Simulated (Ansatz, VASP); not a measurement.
**BN in VASP and in Ansatz**

Contents of INCAR:

```
SYSTEM = BN
ALGO     = Normal         ! electronic algorithm
EDIFF    = 1E-7           ! SCF threshold, eV
EDIFFG   = -0.005         ! ionic threshold
ENCUT    = 600            ! plane-wave cutoff, eV
GGA_COMPAT= .False.      
IBRION   = 2              ! ionic algorithm
ISIF     = 3              ! what is computed and relaxed
ISMEAR   = 0              ! smearing method
LASPH    = .True.         ! aspherical terms in the spheres
LCHARG   = .False.        ! write CHGCAR
LREAL    = .False.        ! projectors in reciprocal space
LWAVE    = .False.        ! write WAVECAR
NELM     = 120            ! most SCF steps
NELMIN   = 4            
NSW      = 100            ! ionic steps
PREC     = Accurate       ! precision mode
SIGMA    = 0.02           ! smearing width, eV
```

The input KPOINTS:

```
k-points
0
Gamma
  12 12 12
  0 0 0
```

File POSCAR:

```
BN
1.0
    0.0000000000      1.7894733831      1.7894733831
    1.7894733831      0.0000000000      1.7894733831
    1.7894733831      1.7894733831      0.0000000000
B N
1 1
Direct
    0.0000000000      0.0000000000      0.0000000000
    0.7500000000      0.7500000000      0.7500000000
```

Input for Ansatz:

```yaml
crystal:
  lattice:
    - [0.0, 1.7894733831, 1.7894733831]
    - [1.7894733831, 0.0, 1.7894733831]
    - [1.7894733831, 1.7894733831, 0.0]
  atoms:
    - { symbol: B, position: [0.0, 0.0, 0.0] }
    - { symbol: "N", position: [0.75, 0.75, 0.75] }
basis:
  ecutwfc: 520.0
kpoints:
  mp_grid: { grid: [12, 12, 12] }
hamiltonian:
  xc: lda
  pseudopotentials: { kind: paw, azcp: { folder: soft_1 } }
scf:
  occupations: { method: gaussian, width: 0.02 }
output:
  forces: true
  stress: true
  eigenvalues: true
relax:
  adjacent_minimum: "off"
  f_tol: 0.005
  max_steps: 80
  cell: { stress_tol: 0.05 }
```

Alike in both runs: task relaxation of cell and atoms; functional LDA; k mesh 12 × 12 × 12; occupations gaussian, width 0.02 eV; no spin polarisation.

|  | VASP | Ansatz |
| --- | --- | --- |
| version | VASP 6.6.1 | Ansatz 0.2.0 |
| potentials or method | VASP PAW LDA potentials, release 64 (B, N), cutoff 600 eV | scalar-relativistic, plane waves, PAW |
| valence electrons in the cell | 8 | 8 |

Ansatz gave:

| Item | Value |
| --- | --- |
| gap on the k mesh at the Fermi level, each at its own relaxed structure (eV) | 4.39 |
| relaxed volume (Å³/atom) | 5.74 |
| relaxed cell length with the largest relative difference (Å) | 2.531 |

Problem. What did VASP give for the same quantities?

Solution. gap on the k mesh at the Fermi level, each at its own relaxed structure (eV): 4.38; relaxed volume (Å³/atom): 5.75; relaxed cell length with the largest relative difference (Å): 2.533.

Ansatz warns that its potentials were made for another functional, while VASP's fit it. LDA's correlation is that of Perdew and Zunger in VASP and of Perdew and Wang (1992) in Ansatz.
